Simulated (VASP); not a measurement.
C: single point with PBE

C:

```xyz
12
Lattice="-2.5855 2.5855 2.5855 2.5855 -2.5855 2.5855 2.5855 2.5855 -2.5855" Properties=species:S:1:pos:R:3 pbc="T T T"
C     3.8783    0.6464    0.0000
C     0.6464    2.5855    1.2928
C     0.0000    1.2928    1.9391
C     0.6464    0.0000    3.8783
C     2.5855   -1.2928    1.9391
C     1.9391    2.5855   -1.2928
C     0.0000    3.8783    0.6464
C     2.5855    1.2928    0.6464
C     1.2928    1.9391    0.0000
C    -1.2928    1.9391    2.5855
C     1.9391    0.0000    1.2928
C     1.2928    0.6464    2.5855
```

```
Program                 : VASP 6.6.1
Task                    : single point
Functional              : PBE
Potentials or basis     : VASP PAW PBE potentials, release 64 (C)
Cutoff                  : 520 eV
k mesh                  : 8 × 8 × 8
Occupations             : gaussian, width 0.02 eV
Spin                    : no spin polarisation
Dipole correction       : no
k mesh for the DOS      : 12 × 12 × 12
Occupations for the DOS : tetrahedron
Further INCAR settings  : ALGO = Normal; EDIFF = 1e-07; NBANDS = 36
```

| Item | Value |
| --- | --- |
| Valence electrons inside the program's atomic spheres | C 2.49 |

Levels at points of the mesh, in eV from the valence-band top:
| k point | band 20 | band 21 | band 22 | band 23 | band 24 | band 25 | band 26 | band 27 | band 28 | band 29 |
| --- | --- | --- | --- | --- | --- | --- | --- | --- | --- | --- |
| (0.00, 0.00, 0.00) | -0.88 | -0.88 | 0.00 | 0.00 | 0.00 | 1.92 | 6.20 | 6.20 | 6.20 | 7.72 |
| (0.50, 0.00, 0.00) | -2.84 | -1.71 | -1.71 | -1.06 | -1.06 | 5.26 | 5.26 | 5.51 | 5.51 | 7.32 |
| (0.50, 0.50, 0.50) | -1.30 | -1.30 | -1.30 | -1.30 | -1.30 | 4.60 | 4.60 | 4.60 | 4.60 | 4.60 |

Run time: 5 min on 1 thread of Intel Xeon 8259CL, with other jobs on the host, peak memory 0.26 GiB.
